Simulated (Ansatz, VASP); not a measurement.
# One calculation of Ca3Lu, two programs

```
Lu Ca
1.0
     5.36177    0.00000    0.00000
     0.00000    5.36177    0.00000
     0.00000    0.00000    5.36177
Lu Ca
1 3
Direct
  0.50000 0.50000 0.50000
  0.00000 0.00000 0.50000
  0.00000 0.50000 0.00000
  0.50000 0.00000 0.00000
```

Alike in both runs: task relaxation of cell and atoms; functional PBE; k mesh 5 × 5 × 5; occupations fermi-dirac, width 0.05 eV; no spin polarisation.

|  | VASP | Ansatz |
| --- | --- | --- |
| version | VASP 6.6.1 | Ansatz 0.2.0 |
| potentials or method | VASP PAW PBE potentials, release 64 (Lu, Ca_sv) | Ansatz PAW |
| plane-wave cutoff (eV) | 600 | 420 |
| valence electrons in the cell | 55 | 55 |

```tsv
	VASP	Ansatz	Ansatz less VASP
gap on the k mesh at the Fermi level, each at its own relaxed structure (eV)	none	none	-
relaxed volume (Å³/atom)	38.54	38.54	0.000
relaxed cell length with the largest relative difference (Å)	5.362	5.362	0.0000
```

A gap of «none» marks a metal or a gap that the smearing closes.

Spin-orbit coupling is off throughout. Noted on VASP's run: the relaxation stopped at its first step, so nothing moved. Noted on Ansatz's run: the plane-wave basis is chosen anew once the cell has moved, so the energies of steps on either side of that aren't comparable.
